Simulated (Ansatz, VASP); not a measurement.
# Be: VASP beside Ansatz

```
CELL_PARAMETERS angstrom
-1.23334 1.23334 1.23334
1.23334 -1.23334 1.23334
1.23334 1.23334 -1.23334
ATOMIC_POSITIONS crystal
Be 0.00000 0.00000 0.00000
```

Change from the starting cell: volume scaled by 0.96, PAW files.

Alike in both runs: task electric field gradients; functional PBE; k mesh 20 × 20 × 20; occupations fermi-dirac, width 0.05 eV; no spin polarisation.

|  | VASP | Ansatz |
| --- | --- | --- |
| version | VASP 6.6.1 | Ansatz 0.2.0 |
| potentials or method | VASP PAW PBE potentials, release 64 (Be) | PAW with Ansatz's default frozen-core files, scalar-relativistic |
| plane-wave cutoff (eV) | 520 | 420 |
| valence electrons in the cell | 2 | 2 |

|  | VASP | Ansatz | Ansatz less VASP |
| --- | --- | --- | --- |
| pressure (GPa) | 5.6 | 5.4 | -0.18 |

The functional is the same, so the differences come from potentials, cutoffs and numerics.
